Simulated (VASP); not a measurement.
Input of a VASP 6.6.1 run:

File POSCAR:

```
CsSnBr3
1.0
    5.8410917194      0.0000000000      0.0000000000
    0.0000000000      5.8410917194      0.0000000000
    0.0000000000      0.0000000000      5.8410917194
Cs Sn Br
1 1 3
Direct
    0.0000000000      0.0000000000      0.0000000000
    0.5000000000      0.5000000000      0.5000000000
    0.5000000000      0.0000000000      0.5000000000
    0.5000000000      0.5000000000      0.0000000000
    0.0000000000      0.5000000000      0.5000000000
```

The input INCAR.step1:

```
SYSTEM = CsSnBr3
PREC = Accurate ; ENCUT = 400
EDIFF = 1E-5 ; ISMEAR = 0
SIGMA = 0.01 ; LREAL = .FALSE.
LASPH = .TRUE. ; NELM = 120
ALGO = Normal ; ISIF = 2
LWAVE = .TRUE. ; NBANDS = 30
GGA = PE ; GGA_COMPAT = .FALSE.
```

INCAR.step2

```
SYSTEM = CsSnBr3
PREC = Accurate ; ENCUT = 400
EDIFF = 1E-6 ; ISMEAR = 0
SIGMA = 0.01 ; LREAL = .FALSE.
LASPH = .TRUE. ; NELM = 120
ALGO = Normal ; ISIF = 2
LWAVE = .FALSE. ; LCHARG = .TRUE.
GGA = PE ; LHFCALC = .TRUE.
HFSCREEN = 0.2079 ; PRECFOCK = Normal
LELF = .TRUE. ; LVHAR = .TRUE.
NBANDS = 30 ; ISTART = 1
GGA_COMPAT = .FALSE.
```

File KPOINTS:

```
regular mesh
0
G
  3 3 3
  0 0 0
```

Potentials or basis: VASP PAW PBE potentials, release 64 (Cs_sv, Sn_d, Br).

Run with:

```bash
$ cat potpaw_PBE.64/Cs_sv/POTCAR potpaw_PBE.64/Sn_d/POTCAR potpaw_PBE.64/Br/POTCAR > POTCAR
$ cp INCAR.step1 INCAR
$ mpirun -np 1 vasp_std > vasp.out
$ cp INCAR.step2 INCAR
$ mpirun -np 1 vasp_std > vasp.out
```

**Question.** What does it give for the band gap on the k mesh?

**Answer.** 3.83 eV.

**Question.** Predict the pressure.

**Answer.** -0.3 GPa.

Caveat: the PAW data sets were made with another functional, which shifts forces and pressure a little; spin-orbit coupling is left out, which moves the levels of the heavy elements; an odd mesh through Γ misses points on the zone boundary, where band edges can lie.
